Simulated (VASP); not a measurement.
# SrSi4 (I4/mmm) in VASP: single point with PBE

Aim: the single point of SrSi4 with PBE.

Program: VASP 6.6.1. These are calculated values, not measurements. Logs are shortened: lines on timing, memory, paths and dates and some standing lists are left out, and cuts for length are marked.

### Step 1. The cell of the first run

The structure is tetragonal, space group I4/mmm (No. 139). The conventional cell has a = 4.263 Å, b = 4.263 Å, c = 10.322 Å, α = 90.00°, β = 90.00°, γ = 90.00°. Sr (site symmetry 4/mmm) has 18 Si at 3.26 to 3.92 Å and 4 Sr at 4.26 Å within 4.3 Å. Within 3.3 Å of Si (site symmetry 4mm) lie 5 Si at 2.48 to 2.52 Å and 4 Sr at 3.26 Å. Within 3.4 Å of Si (site symmetry -4m2) lie 8 Si at 2.52 to 3.01 Å and 4 Sr at 3.35 Å.

### Step 2. Single point, PBE

POSCAR

```
SrSi4
1.0
    0.0000000000      4.2632920000      0.0000000000
    4.2632920000      0.0000000000      0.0000000000
    2.1316460000      2.1316460000     -5.1610800000
Sr Si
1 4
Direct
    0.0000000000      0.0000000000      0.0000000000
    0.3800000000      0.3800000000      0.2400000000
    0.6200000000      0.6200000000      0.7600000000
    0.7500000000      0.2500000000      0.5000000000
    0.2500000000      0.7500000000      0.5000000000
```

INCAR.step1

```
  ALGO = Normal
  EDIFF = 1E-7
  ENCUT = 520
  GGA = PE
  ISIF = 2
  ISMEAR = 0
  LASPH = True
  LCHARG = True
  LREAL = False
  LWAVE = False
  NBANDS = 21
  NELM = 60
  PREC = Accurate
  SIGMA = 0.2848
```

KPOINTS.step1

```
k-points
0
Gamma
  9 9 9
```

INCAR.step2

```
  ALGO = Normal
  EDIFF = 1E-7
  ENCUT = 520
  GGA = PE
  ICHARG = 11
  ISIF = 2
  ISMEAR = -5
  LASPH = True
  LCHARG = False
  LORBIT = 11
  LREAL = False
  LWAVE = False
  NEDOS = 1001
  NELM = 60
  PREC = Accurate
  SIGMA = 0.2848
```

KPOINTS.step2

```
k-points
0
Gamma
  14 14 14
```

Potentials or basis: VASP PAW PBE potentials, release 64 (Sr_sv, Si).

Launch:

```sh
> cat potpaw_PBE.64/Sr_sv/POTCAR potpaw_PBE.64/Si/POTCAR > POTCAR
> cp INCAR.step1 INCAR
> cp KPOINTS.step1 KPOINTS
> mpirun -np 1 vasp_std > vasp.out
> cp INCAR.step2 INCAR
> cp KPOINTS.step2 KPOINTS
> mpirun -np 1 vasp_std > vasp.out
```

OUTCAR:

```text
EDIFF = 1E-7
   ENCUT = 520
   GGA = PE
   ICHARG = 11
   ISIF = 2
   ISMEAR = -5
   LASPH = True
   LORBIT = 11
   LREAL = False
   NELM = 60
   PREC = Accurate

 ion  position               nearest neighbor table
   1  0.000  0.000  0.000-   3 3.26   2 3.26   3 3.26   2 3.26   2 3.26   3 3.26   3 3.26   2 3.26
                             5 3.35   4 3.35   5 3.35   4 3.35   4 3.35   5 3.35   5 3.35   4 3.35
   2  0.380  0.380  0.240-   3 2.48   4 2.52   5 2.52   5 2.52   4 2.52   1 3.26   1 3.26   1 3.26
                             1 3.26   1 3.92
   3  0.620  0.620  0.760-   2 2.48   4 2.52   5 2.52   4 2.52   5 2.52   1 3.26   1 3.26   1 3.26
                             1 3.26   1 3.92
   4  0.750  0.250  0.500-   2 2.52   3 2.52   2 2.52   3 2.52   5 3.01   5 3.01   5 3.01   5 3.01
                             1 3.35   1 3.35   1 3.35   1 3.35
   5  0.250  0.750  0.500-   2 2.52   3 2.52   2 2.52   3 2.52   4 3.01   4 3.01   4 3.01   4 3.01
                             1 3.35   1 3.35   1 3.35   1 3.35

  LATTYP: Found a body centered tetragonal cell.
 ALAT       =     4.2632920000
 C/A-ratio  =     2.4211712451

  Lattice vectors:

 A1 = (  -2.1316460000,   2.1316460000,   5.1610800000)
 A2 = (   2.1316460000,  -2.1316460000,   5.1610800000)
 A3 = (   2.1316460000,   2.1316460000,  -5.1610800000)

Analysis of symmetry for initial positions (statically):
=====================================================================
 Subroutine PRICEL returns:
 Original cell was already a primitive cell.

 Routine SETGRP: Setting up the symmetry group for a
 body centered tetragonal supercell.

 Subroutine GETGRP returns: Found 16 space group operations
 (whereof 16 operations were pure point group operations)
 out of a pool of 16 trial point group operations.

The static configuration has the point symmetry D_4h.

Analysis of symmetry for dynamics (positions and initial velocities):
=====================================================================
 Subroutine PRICEL returns:
 Original cell was already a primitive cell.

 Routine SETGRP: Setting up the symmetry group for a
 body centered tetragonal supercell.

 Subroutine GETGRP returns: Found 16 space group operations
 (whereof 16 operations were pure point group operations)
 out of a pool of 16 trial point group operations.

The dynamic configuration has the point symmetry D_4h.

 Subroutine INISYM returns: Found 16 space group operations
 (whereof 16 operations are pure point group operations),
 and found     1 'primitive' translations

----------------------------------------------------------------------------------------

                                     Primitive cell

  volume of cell :      93.8060

  direct lattice vectors                    reciprocal lattice vectors
     0.000000000  4.263292000  0.000000000     0.000000000  0.234560523  0.096878948
     4.263292000  0.000000000  0.000000000     0.234560523  0.000000000  0.096878948
     2.131646000  2.131646000 -5.161080000     0.000000000  0.000000000 -0.193757896

  length of vectors
     4.263292000  4.263292000  5.977003941     0.253779765  0.253779765  0.193757896

  position of ions in fractional coordinates (direct lattice)
     0.000000000  0.000000000  0.000000000
     0.380000000  0.380000000  0.240000000
     0.620000000  0.620000000  0.760000000
     0.750000000  0.250000000  0.500000000
     0.250000000  0.750000000  0.500000000

  ion indices of the primitive-cell ions
   primitive index   ion index
                 1           1
                 2           2
                 3           3
                 4           4
                 5           5

----------------------------------------------------------------------------------------

 KPOINTS: k-points

Automatic generation of k-mesh.
 Grid dimensions read from file:
 generate k-points for:   14   14   14

 Generating k-lattice:

  Cartesian coordinates                     Fractional coordinates (reciprocal lattice)
     0.000000000  0.016754323  0.006919925     0.071428571  0.000000000 -0.000000000
     0.016754323  0.000000000  0.006919925     0.000000000  0.071428571 -0.000000000
     0.000000000  0.000000000 -0.013839850     0.000000000  0.000000000  0.071428571

  Length of vectors
     0.018127126  0.018127126  0.013839850

  Shift w.r.t. Gamma in fractional coordinates (k-lattice)
     0.000000000  0.000000000  0.000000000

 TETIRR: Found   7833 inequivalent tetrahedra from    16464

 Subroutine IBZKPT returns following result:
 ===========================================

 Found    244 irreducible k-points:

 Following reciprocal coordinates:
            Coordinates               Weight
  0.000000  0.000000  0.000000      1.000000
  0.071429  0.000000 -0.000000      8.000000
  0.142857  0.000000  0.000000      8.000000
  0.214286  0.000000  0.000000      8.000000
  0.285714  0.000000  0.000000      8.000000
  0.357143  0.000000  0.000000      8.000000
[... 16 lines left out ...]
  0.214286  0.142857  0.000000     16.000000
  0.285714  0.142857  0.000000     16.000000
 [... further k-points ...]
   k-points           NKPTS =    244   k-points in BZ     NKDIM =    244   number of bands    NBANDS=     17
   number of dos      NEDOS =   1001   number of ions     NIONS =      5
   total plane-waves  NPLWV =  49152
   dimension x,y,z NGX =    32 NGY =   32 NGZ =   48
   dimension x,y,z NGXF=    64 NGYF=   64 NGZF=   96
   ions per type =               1   4
   NGX,Y,Z   is equivalent  to a cutoff of  12.48, 12.48, 13.35 a.u.
   NGXF,Y,Z  is equivalent  to a cutoff of  24.96, 24.96, 26.70 a.u.
 SYSTEM =  unknown system
   PREC   = accura    normal or accurate (medium, high low for compatibility)
   ISTART =      0    job   : 0-new  1-cont  2-samecut
   ICHARG =     11    charge: 1-file 2-atom 10-const
   ISPIN  =      1    spin polarized calculation?
   LNONCOLLINEAR =      F non collinear calculations
   LSORBIT =      F    spin-orbit coupling
   LASPH  =      T    aspherical Exc in radial PAW
   ENCUT  =  520.0 eV  38.22 Ry    6.18 a.u.   7.93  7.93 11.11*2*pi/ulx,y,z
   NELM   =     60;   NELMIN=  2; NELMDL=  0     # of ELM steps
   EDIFF  = 0.1E-06   stopping-criterion for ELM
   LREAL  =      F    real-space projection
   EDIFFG = 0.1E-05   stopping-criterion for IOM
   NSW    =      0    number of steps for IOM
   IBRION =     -1    ionic relax: 0-MD 1-quasi-New 2-CG
   NFREE  =      0    steps in history (QN), initial steepest desc. (CG)
   ISIF   =      2    stress and relaxation
   ISYM   =      2    0-nonsym 1-usesym 2-fastsym
   POTIM  = 0.5000    time-step for ionic-motion
   TEBEG  =    0.0;   TEEND  =   0.0 temperature during run
   PSTRESS=    0.0 pullay stress
   NELECT =      26.0000    total number of electrons
   NUPDOWN=      -1.0000    fix difference up-down
   EMIN   =  10.00;   EMAX   =-10.00  energy-range for DOS
   EFERMI =   0.00;   METHOD = LEGACY
   ISMEAR =    -5;   SIGMA  =   0.28  broadening in eV -4-tet -1-fermi 0-gaus
   EFERMI_NEDOS =   21; number of points for ismear=-14 and -15
   IALGO  =     38    algorithm
   IMIX   =      4    mixing-type and parameters
     AMIX     =   0.40;   BMIX     =  1.00
     AMIX_MAG =   1.60;   BMIX_MAG =  1.00
  volume/ion in A,a.u.               =      18.76       126.61
  Fermi-wavevector in a.u.,A,eV,Ry     =   1.067388  2.017071 15.501354  1.139317
  Thomas-Fermi vector in A             =   2.203003
   LORBIT       =     11    0 simple, 1 ext, 2 COOP (PROOUT), +10 PAW based schemes
   GGA     = PE    functional components
   LHFCALC =     F    Hartree Fock is set to
   AEXX    =    0.0000 exact exchange contribution
   IVDW    =     0    specifies the selected vdW correction
   LEPSILON=     F    determine dielectric tensor
   LRPA    =     F    only Hartree local field effects (RPA)
 non-spin polarized calculation
 Fermi weights with tetrahedron method with Bloechl corrections
  energy-cutoff  :      520.00
  volume of cell :       93.81
 maximum number of plane-waves:      2544

 number of electron      26.0000000 magnetization

 Free energy of the ion-electron system (eV)
  ---------------------------------------------------
  ext. energy  EPLUGINS =         0.00000000
  ---------------------------------------------------
  free energy    TOTEN  =       -23.18935454 eV

  energy without entropy =      -23.18935454  energy(sigma->0) =      -23.18935454

 E-fermi :   7.3810     XC(G=0): -10.2844

 val. band max:        7.4593406353   @ k =   0.2143   0.1429   0.0000
 cond. band min:       7.3299712436   @ k =   0.0000   0.0000   0.4286
 fundamental gap:     -0.1293693916
 Fermi energy:         7.3809723658

 k-point     1 :       0.0000    0.0000    0.0000
  band No.  band energies     occupation
      1     -28.0193      2.00000
      2     -10.1664      2.00000
      3     -10.0922      2.00000
      4     -10.0922      2.00000
      5      -5.3629      2.00000
      6      -0.2065      2.00000
[... 9 lines left out ...]
     16       9.9631      0.00000
     17      10.7910      0.00000

 k-point     2 :       0.0714    0.0000   -0.0000
  band No.  band energies     occupation
      1     -28.0189      2.00000
      2     -10.1661      2.00000
      3     -10.1030      2.00000
      4     -10.0913      2.00000
      5      -5.3122      2.00000
      6      -0.3477      2.00000
[... 9 lines left out ...]
     16       9.8758      0.00000
     17      10.5975      0.00000
[... 421 lines left out ...]
 k-point    24 :       0.2857    0.1429    0.0000
  band No.  band energies     occupation
      1     -28.0140      2.00000
      2     -10.2153      2.00000
      3     -10.1605      2.00000
      4     -10.1146      2.00000
      5      -4.3545      2.00000
      6      -1.7007      2.00000
[... 9 lines left out ...]
     16       8.8960      0.00000
     17       9.5945      0.00000

 [... further k-points ...]

------------------------ aborting loop because EDIFF is reached ----------------------------------------

  FORCE on cell =-STRESS in cart. coord.  units (eV):
  Direction    XX          YY          ZZ          XY          YZ          ZX
  --------------------------------------------------------------------------------------
  -------------------------------------------------------------------------------------
  Total        2.6941141      2.6941141      0.5260114      0.0000000      0.0000000      0.0000000
  in kB       46.0146183     46.0146183      8.9841089      0.0000000      0.0000000      0.0000000
  external PRESSURE =      33.6711152 kB  Pullay stress =       0.0000000 kB

 VOLUME and BASIS-vectors are now :
 -----------------------------------------------------------------------------
  energy-cutoff  :      520.00
  volume of cell :       93.81
      direct lattice vectors                 reciprocal lattice vectors
     0.000000000  4.263292000  0.000000000     0.000000000  0.234560523  0.096878948
     4.263292000  0.000000000  0.000000000     0.234560523  0.000000000  0.096878948
     2.131646000  2.131646000 -5.161080000     0.000000000  0.000000000 -0.193757896

 POSITION                                       TOTAL-FORCE (eV/Angst)
 -----------------------------------------------------------------------------------
      0.00000      0.00000      0.00000         0.000000      0.000000      0.000000
      2.13165      2.13165     -1.23866         0.000000      0.000000     -1.012044
      4.26329      4.26329     -3.92242         0.000000      0.000000      1.012044
      2.13165      4.26329     -2.58054         0.000000     -0.000000     -0.000000
      4.26329      2.13165     -2.58054        -0.000000     -0.000000      0.000000
 -----------------------------------------------------------------------------------
    total drift:                                0.000000     -0.000000     -0.000000

  FREE ENERGIE OF THE ION-ELECTRON SYSTEM (eV)
  ---------------------------------------------------
  free  energy   TOTEN  =       -23.1893545444 eV

  energy  without entropy=      -23.1893545444  energy(sigma->0) =      -23.18935454

 total charge

# of ion       s       p       d       tot
------------------------------------------
    1        2.018   5.763   0.293   8.075
    2        0.801   0.831   0.000   1.632
    3        0.801   0.831   0.000   1.632
    4        0.833   0.759   0.000   1.593
    5        0.833   0.759   0.000   1.593
--------------------------------------------------
tot          5.286   8.944   0.293  14.523
```

Run time: 9.8 min. Hardware: 1 thread of Intel Xeon 8259CL, shared host; peak memory 0.48 GiB.

What came out:

```yaml
Valence_electrons_inside_the_program's_atomic_spheres: Sr 8.07; Si 1.63, 1.59 (each value once)
```

Levels at points of the mesh, in eV from the Fermi level:
```tsv
k point	band 11	band 12	band 13	band 14	band 15	band 16
(0.00, 0.00, 0.00)	-1.75	-1.75	-1.72	-0.95	1.85	2.58
(0.50, 0.00, 0.00)	-2.91	-1.86	-1.44	-1.06	0.15	3.11
(0.50, 0.50, 0.00)	-3.85	-1.08	0.28	0.60	3.10	4.20
(0.00, 0.00, 0.50)	-1.84	-0.82	-0.82	-0.63	0.12	2.00
```

Caveat: tetrahedron occupations give inexact forces and stress in metals.
